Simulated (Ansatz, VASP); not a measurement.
# SnO: VASP beside Ansatz

```
Sn O
1.0
     2.44897   -2.80162    0.00000
     2.44897    2.80162    0.00000
     0.00000    0.00000   10.89300
Sn O
4 4
Direct
  0.00001 0.99999 0.98997
  0.99999 0.00001 0.48997
  0.49987 0.50013 0.26702
  0.50013 0.49987 0.76702
  0.99998 0.49998 0.37850
  0.00002 0.50002 0.87850
  0.50002 0.00002 0.37850
  0.49998 0.99998 0.87850
```

Change from the starting cell: volume scaled by 0.94, ions relaxed.

Alike in both runs: functional PBE; k mesh 8 × 8 × 3; occupations fermi-dirac, width 0.02 eV; no spin polarisation.

Ansatz relaxed the structure, and its values are those at the end. VASP's run is a single point on that final structure, the one shown.

|  | VASP | Ansatz |
| --- | --- | --- |
| version | VASP 6.6.1 | Ansatz 0.2.0 |
| potentials or method | VASP PAW PBE potentials, release 64 (Sn_d, O) | plane-wave PAW, scalar-relativistic |
| plane-wave cutoff (eV) | 520 | 420 |
| valence electrons in the cell | 80 | 80 |

```tsv
	VASP	Ansatz	Ansatz less VASP
pressure (GPa)	5.3	5.0	-0.24
rms of the force components (eV/Å)	0.042	0.006	-0.0361
```

Ansatz's warnings: stress scf threshold loose.
